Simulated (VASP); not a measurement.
Set up this calculation in VASP 6.6.1, as the native input.

| Item | Value |
| --- | --- |
| Task | relaxation of shape and atoms at fixed volume |
| Functional | r2SCAN |
| Potentials or basis | VASP PAW PBE potentials, release 64 (B, N) |
| Cutoff | 600 eV |
| k mesh | 12 × 12 × 12 |
| Occupations | gaussian, width 0.02 eV |
| Spin | no spin polarisation |
| Dipole correction | no |
| Further INCAR settings | ALGO = Normal; EDIFF = 1e-06; IBRION = 2; EDIFFG = -0.01; NSW = 50; ISIF = 4 |

Crystal: BN.

```
B N
1.0
     0.00000    3.34683    2.14032
     1.23718    0.00000    2.14032
     1.23718    3.34683    0.00000
B N
1 1
Direct
  0.00009 0.00009 0.99991
  0.66661 0.66661 0.33339
```

One way to write it, as run:

POSCAR

```
BN
1.0
    0.0000000000      3.3468313775      2.1403205714
    1.2371766781      0.0000000000      2.1403205714
    1.2371766781      3.3468313775      0.0000000000
B N
1 1
Direct
    0.0000854255      0.0000854255      0.9999145745
    0.6666145645      0.6666145645      0.3333854355
```

INCAR.step1

```
PREC     = Accurate       # precision mode
ENCUT    = 600            # plane-wave cutoff, eV
ISMEAR   = 0              # smearing method
SIGMA    = 0.02           # smearing width, eV
LREAL    = False          # projectors in reciprocal space
LASPH    = True           # aspherical terms in the spheres
NELM     = 80             # most SCF steps
GGA      = PE             # functional
ALGO     = Normal         # electronic algorithm
EDIFF    = 1E-4           # SCF threshold, eV
LWAVE    = True           # write WAVECAR
LCHARG   = False          # write CHGCAR
```

INCAR.step2

```
PREC     = Accurate       # precision mode
ENCUT    = 600            # plane-wave cutoff, eV
EDIFF    = 1E-6           # SCF threshold, eV
ISMEAR   = 0              # smearing method
SIGMA    = 0.02           # smearing width, eV
LREAL    = False          # projectors in reciprocal space
LASPH    = True           # aspherical terms in the spheres
NELM     = 80             # most SCF steps
ALGO     = Normal         # electronic algorithm
ISIF     = 4              # what is computed and relaxed
LWAVE    = False          # write WAVECAR
LCHARG   = False          # write CHGCAR
METAGGA  = R2SCAN         # meta-GGA
LMIXTAU  = True         
IBRION   = 2              # ionic algorithm
NSW      = 50             # ionic steps
EDIFFG   = -0.01          # ionic threshold
ISTART   = 1
```

KPOINTS

```
Automatic mesh
0
Gamma
  12 12 12
```

Potentials or basis: VASP PAW PBE potentials, release 64 (B, N).

Launch:

```console
$ cat potpaw_PBE.64/B/POTCAR potpaw_PBE.64/N/POTCAR > POTCAR
$ cp INCAR.step1 INCAR
$ mpirun -np 1 vasp_std > vasp.out
$ cp INCAR.step2 INCAR
$ mpirun -np 1 vasp_std > vasp.out
```

Results of the run:

* Energy gained by relaxing: 7.2 meV/atom
* Ionic steps: 3
* Pressure after relaxing: 1.6 GPa
* Largest force after relaxing: 0.007 eV/Å
* Band gap on the k mesh: 4.06 eV (least direct gap 5.22 eV)

Caveat: the PAW data sets were made with another functional, which shifts forces and pressure a little.

Wall time 7.8 min on 1 thread of Intel(R) Xeon(R) Platinum 8259CL CPU @ 2.50GHz (Skylake/Cascade Lake), with other jobs on the host, peak memory 0.18 GiB.
